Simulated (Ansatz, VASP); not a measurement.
## One calculation of Ta3N, two programs

```
CELL_PARAMETERS angstrom
2.97032 0.00000 0.00000
-1.48516 2.57238 0.00000
0.00000 0.00000 7.37054
ATOMIC_POSITIONS crystal
Ta 0.66667 0.33333 0.82607
Ta 0.33333 0.66667 0.17393
Ta 0.00000 0.00000 0.50000
N 0.00000 0.00000 0.00000
```

Alike in both runs: task single point; functional PBE; k mesh 10 × 10 × 4; occupations fermi-dirac, width 0.05 eV; no spin polarisation.

|  | VASP | Ansatz |
| --- | --- | --- |
| version | VASP 6.6.1 | Ansatz 0.2.0 |
| potentials or method | VASP PAW PBE potentials, release 64 (Ta_pv, N) | Ansatz PAW |
| plane-wave cutoff (eV) | 520 | 420 |
| valence electrons in the cell | 38 | 44 |

|  | VASP | Ansatz | Ansatz less VASP |
| --- | --- | --- | --- |
| gap on the k mesh at the Fermi level (eV) | none | none | - |
| pressure (GPa) | 16.9 | 16.5 | -0.46 |
| traceless stress, the component that is largest in VASP (GPa) | 1.09 | 1.07 | -0.020 |
| rms of the force components (eV/Å) | 0.142 | 0.117 | -0.0242 |

Atom by atom the forces differ by 0.024 eV/Å (rms over components). A gap of «none» marks a metal or a gap that the smearing closes. The functional is the same, so the differences come from potentials, cutoffs and numerics. VASP's potentials hold 38 valence electrons a cell and Ansatz's 44, so a difference there can come from the potentials and not from the codes.

Neither program's run includes spin-orbit coupling.
